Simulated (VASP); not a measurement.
HgTe: single point with PBE

Crystal: HgTe.

```xyz
2
Lattice="0.0000 3.0771 3.0771 3.0771 0.0000 3.0771 3.0771 3.0771 0.0000" Properties=species:S:1:pos:R:3 pbc="T T T"
Hg    0.0000    0.0000    0.0000
Te    3.0771    3.0771    3.0771
```

- Program: VASP 6.6.1
- Task: single point
- Functional: PBE
- Potentials or basis: VASP PAW PBE potentials, release 64 (Hg, Te)
- Cutoff: 520 eV
- k mesh: 4 × 4 × 4
- Occupations: methfessel-paxton, width 0.0081 eV
- Spin: no spin polarisation

```json
{
  "Pressure": "1.1 GPa",
  "Band gap on the k mesh": "zero (band 9 reaches 4.43 eV, above the bottom of band 10 at 2.01 eV)"
}
```

Levels at points of the mesh, in eV from the Fermi level:
```tsv
k point	band 5	band 6	band 7	band 8	band 9	band 10	band 11	band 12	band 13	band 14
(0.00, 0.00, 0.00)	-6.97	-6.97	-1.38	-0.90	-0.90	-0.90	7.31	7.31	7.31	7.36
(0.50, 0.00, 0.00)	-6.81	-6.81	-5.75	0.00	0.00	2.36	3.24	3.66	3.66	10.01
(0.50, 0.50, 0.00)	-6.75	-6.18	-4.36	-3.07	-2.42	-2.42	4.58	8.70	8.70	9.23
```

Run time: 7.4 s on 1 thread of Intel(R) Xeon(R) Platinum 8259CL CPU @ 2.50GHz (Skylake/Cascade Lake) (shared host), peak memory 0.17 GiB.

Caveat: the k points lie up to 0.44 Å⁻¹ apart; spin-orbit coupling is left out, which moves the levels of the heavy elements.
